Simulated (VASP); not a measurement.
Wanted: the native input for a VASP 6.6.1 run.

| Quantity | Value |
| --- | --- |
| Task | relaxation of cell and atoms |
| Functional | BLYP |
| Dispersion | D4 |
| Potentials or basis | VASP PAW PBE potentials, release 64 (Te, Sn_d) |
| Cutoff | 600 eV |
| k mesh | 7 × 7 × 7 |
| Occupations | fermi-dirac, width 0.05 eV |
| Spin | no spin polarisation |
| Dipole correction | no |
| Further INCAR settings | ALGO = Normal; EDIFF = 1e-06; IBRION = 2; EDIFFG = -0.005; NSW = 80; ISIF = 3 |

The structure of SnTe lies in POSCAR:

```
SnTe
1.0
    0.0000000000      3.1508500000      3.1508500000
    3.1508500000      0.0000000000      3.1508500000
    3.1508500000      3.1508500000      0.0000000000
Te Sn
1 1
Direct
    0.5000000000      0.5000000000      0.5000000000
    0.0000000000      0.0000000000      0.0000000000
```

One way to write it, as run:

INCAR

```
SYSTEM = SnTe
PREC = Accurate
ENCUT = 600
EDIFF = 1E-6
ISMEAR = -1
SIGMA = 0.05
LREAL = .False.
LASPH = .True.
NELM = 100
ALGO = Normal
ISIF = 3
LWAVE = .False.
LCHARG = .False.
GGA = B5
ALDAX = 1.0
AGGAX = 1.0
AGGAC = 1.0
ALDAC = 0.0
IVDW = 13
VDW_S6 = 1.0
VDW_S8 = 2.34076671
VDW_A1 = 0.44488865
VDW_A2 = 4.0933009
IBRION = 2
NSW = 80
EDIFFG = -0.005
```

KPOINTS

```
regular mesh
0
Gamma
  7 7 7
  0 0 0
```

Potentials or basis: VASP PAW PBE potentials, release 64 (Te, Sn_d).

Launch:

```bash
$ cat potpaw_PBE.64/Te/POTCAR potpaw_PBE.64/Sn_d/POTCAR > POTCAR
$ mpirun -np 1 vasp_std > vasp.out
```

It gave:

* Relaxed volume: 32.68 Å³/atom
* Relaxed cell: a = 4.522 Å, b = 4.522 Å, c = 4.522 Å, α = 60.00°, β = 60.00°, γ = 60.00°
* Space group after relaxing (to 0.05 Å): Fm-3m (No. 225)
* Energy gained by relaxing: 8.0 meV/atom
* Ionic steps: 5
* Pressure after relaxing: 0.0 GPa
* Dispersion energy per atom: -0.793 eV

Caveat: the PAW data sets were made with another functional, which shifts forces and pressure a little.

Wall time 98 s on 1 thread of Intel Xeon 6975P-C (shared host), peak memory 0.23 GiB.
